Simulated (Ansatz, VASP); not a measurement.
**BeTe: VASP beside Ansatz**

```
CELL_PARAMETERS angstrom
2.80278 2.80278 0.00000
-2.80278 2.80278 0.00000
0.00000 2.80278 2.80278
ATOMIC_POSITIONS crystal
Be 0.00000 0.00000 0.00000
Te 0.75000 0.25000 0.50000
```

Alike in both runs: functional PBEsol; k mesh 12 × 12 × 12; occupations fermi-dirac, width 0.05 eV; no spin polarisation.

Ansatz relaxed the structure, and its values are those at the end. VASP's run is a single point on that final structure, the one shown.

```csv
,VASP,Ansatz
version,VASP 6.6.1,Ansatz 0.2.0
potentials or method,"VASP PAW PBE potentials, release 64 (Be, Te)","PAW with Ansatz's default frozen-core files, scalar-relativistic"
plane-wave cutoff (eV),520,420
valence electrons in the cell,8,18
```

```tsv
	VASP	Ansatz	Ansatz less VASP
pressure (GPa)	0.2	0.0	-0.26
```

VASP's potentials were made for PBE, not for PBEsol. VASP's potentials hold 8 valence electrons a cell and Ansatz's 18, so a difference there can come from the potentials and not from the codes.

Neither program's run includes spin-orbit coupling.
